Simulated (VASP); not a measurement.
# Mg: relaxation of volume and atoms at fixed shape with LDA

Mg:

```
CELL_PARAMETERS angstrom
3.20930 0.00000 0.00000
-1.60465 2.77934 0.00000
0.00000 0.00000 5.21030
ATOMIC_POSITIONS crystal
Mg 0.33333 0.66667 0.25000
Mg 0.66667 0.33333 0.75000
```

```json
{
 "Program": "VASP 6.6.1",
 "Task": "relaxation of volume and atoms at fixed shape",
 "Functional": "LDA",
 "Potentials or basis": "VASP PAW LDA potentials, release 64 (Mg_sv)",
 "Cutoff": "840 eV",
 "k mesh": "6 × 6 × 4",
 "Occupations": "fermi-dirac, width 0.05 eV",
 "Spin": "no spin polarisation",
 "Dipole correction": "no",
 "Further INCAR settings": "ALGO = Normal; EDIFF = 1e-07; IBRION = 2; EDIFFG = -0.03; NSW = 80; ISIF = 8"
}
```

| Property | Result |
| --- | --- |
| Relaxed volume | 21.57 Å³/atom |
| Relaxed cell | a = 3.131 Å, b = 3.131 Å, c = 5.083 Å, α = 90.00°, β = 90.00°, γ = 120.00° |
| Space group after relaxing (to 0.1 Å) | P6_3/mmc (No. 194) |
| Energy gained by relaxing | 15.1 meV/atom |
| Ionic steps | 3 |
| Pressure after relaxing | 0.0 GPa |
| Band gap on the k mesh | zero (bands 10 and 11 overlap by 1.59 eV) |

Stress tensor (GPa, compression positive):
```
-0.06  0.00  0.00
 0.00 -0.06  0.00
 0.00  0.00  0.16
```

Step by step:
| step | energy change (eV) | largest force (eV/Å) | pressure (GPa) | volume (Å³) |
| --- | --- | --- | --- | --- |
| 1 | 0.0000 | 0.0000 | -2.79 | 46.47 |
| 2 | -0.0289 | 0.0000 | -0.62 | 43.80 |
| 3 | -0.0301 | 0.0000 | 0.02 | 43.14 |

Final structure:
```yaml
crystal:
  lattice:
    - [3.13060, 0.00000, 0.00000]
    - [-1.56530, 2.71118, 0.00000]
    - [0.00000, 0.00000, 5.08253]
  atoms:
    - { symbol: Mg, position: [0.33333, 0.66667, 0.25000] }
    - { symbol: Mg, position: [0.66667, 0.33333, 0.75000] }
```

Levels at points of the mesh, in eV from the Fermi level:
```tsv
k point	band 7	band 8	band 9	band 10	band 11	band 12	band 13	band 14
(0.00, 0.00, 0.00)	-42.44	-42.44	-7.04	-1.60	-1.12	11.40	11.40	11.58
(0.50, 0.00, 0.00)	-42.45	-42.45	-2.07	-2.05	2.89	3.23	3.56	3.97
(0.00, 0.00, 0.50)	-42.45	-42.45	-5.59	-5.59	5.35	5.35	12.15	12.15
(0.50, 0.00, 0.50)	-42.45	-42.45	-0.99	-0.99	-0.30	-0.30	8.40	8.40
```

Wall time 34 s on 1 thread of Intel(R) Xeon(R) 6975P-C (Granite Rapids), on a shared host, peak memory 0.17 GiB.

Caveat: the k points lie up to 0.39 Å⁻¹ apart in the final cell, too coarse for converged energies and pressures of a metal. LDA usually gives volumes a few per cent too small.
